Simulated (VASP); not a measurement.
SiNi:

```
Ni Si
1.0
     4.50369    0.00000    0.00000
     0.00000    4.50369    0.00000
     0.00000    0.00000    4.50369
Ni Si
4 4
Direct
  0.14950 0.14950 0.14950
  0.64950 0.35050 0.85050
  0.85050 0.64950 0.35050
  0.35050 0.85050 0.64950
  0.84683 0.84683 0.84683
  0.34683 0.65317 0.15317
  0.15317 0.34683 0.65317
  0.65317 0.15317 0.34683
```

```yaml
Program: VASP 6.6.1
Task: relaxation of cell and atoms
Functional: BLYP
Potentials_or_basis: VASP PAW PBE potentials, release 64 (Ni, Si)
Cutoff: 600 eV
k_mesh: 6 × 6 × 6
Occupations: fermi-dirac, width 0.05 eV
Spin: collinear spin, ferromagnetic start
Starting_moments: "[1.0, 1.0, 1.0, 1.0, 0.0, 0.0, 0.0, 0.0] μB"
```

At the start: pressure 11.5 GPa; volume 11.42 Å³/atom.

Task: Where does the relaxation end?

Result: Over 14 steps the energy falls by 28.0 meV/atom and the volume is 12.25 Å³/atom (+7.2 %); space group P2_13 (No. 198, to 0.1 Å) before and after; moment 0.00 μB per cell.

Step by step:
| step | energy change (eV) | largest force (eV/Å) | pressure (GPa) | volume (Å³) |
| --- | --- | --- | --- | --- |
| 1 | 0.0000 | 0.0644 | 11.54 | 91.35 |
| 2 | -0.1284 | 0.1011 | -5.91 | 102.66 |
| 3 | -0.2203 | 0.0849 | -0.03 | 97.92 |
| 4 | -0.2202 | 0.0844 | 0.16 | 97.78 |
| 5 | -0.2215 | 0.0601 | 0.19 | 97.79 |
| 6 | -0.2229 | 0.0276 | 0.20 | 97.81 |
| 7 | -0.2229 | 0.0274 | 0.20 | 97.82 |
| 8 | -0.2231 | 0.0259 | -0.27 | 98.13 |
| 9 | -0.2231 | 0.0263 | -0.12 | 98.03 |
| 10 | -0.2234 | 0.0220 | -0.08 | 98.02 |
| 11 | -0.2240 | 0.0102 | -0.05 | 98.01 |
| 12 | -0.2234 | 0.0427 | 0.10 | 97.98 |
| 13 | -0.2240 | 0.0172 | -0.01 | 98.00 |
| 14 | -0.2241 | 0.0046 | 0.04 | 97.97 |

Final structure:
```
Ni Si
1.0
     4.60991    0.00000    0.00000
     0.00000    4.60991    0.00000
     0.00000    0.00000    4.60991
Ni Si
4 4
Direct
  0.14661 0.14661 0.14661
  0.64661 0.35339 0.85339
  0.85339 0.64661 0.35339
  0.35339 0.85339 0.64661
  0.84486 0.84486 0.84486
  0.34486 0.65514 0.15514
  0.15514 0.34486 0.65514
  0.65514 0.15514 0.34486
```

Caveat: the moments typed at the start vanished in this run; the PAW data sets were made with another functional, which shifts forces and pressure a little.
